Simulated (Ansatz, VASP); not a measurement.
# BP in VASP and in Ansatz

```
CELL_PARAMETERS angstrom
0.00000 2.26680 2.26680
2.26680 0.00000 2.26680
2.26680 2.26680 0.00000
ATOMIC_POSITIONS crystal
B 0.00000 0.00000 0.00000
P 0.75000 0.75000 0.75000
```

Alike in both runs: task single point; functional BLYP; k mesh 8 × 8 × 8; occupations gaussian, width 0.05 eV; no spin polarisation.

```csv
,VASP,Ansatz
version,VASP 6.6.1,Ansatz 0.2.0
potentials or method,"VASP PAW PBE potentials, release 64 (B, P), cutoff 520 eV","scalar-relativistic, plane waves, PAW"
valence electrons in the cell,8,8
```

```csv
,VASP,Ansatz,Ansatz less VASP
gap on the k mesh at the Fermi level (eV),1.56,1.53,-0.025
least direct gap on the mesh (eV),3.59,3.56,-0.030
pressure (GPa),6.4,6.6,+0.17
```

VASP's potentials were made for PBE, not for BLYP.
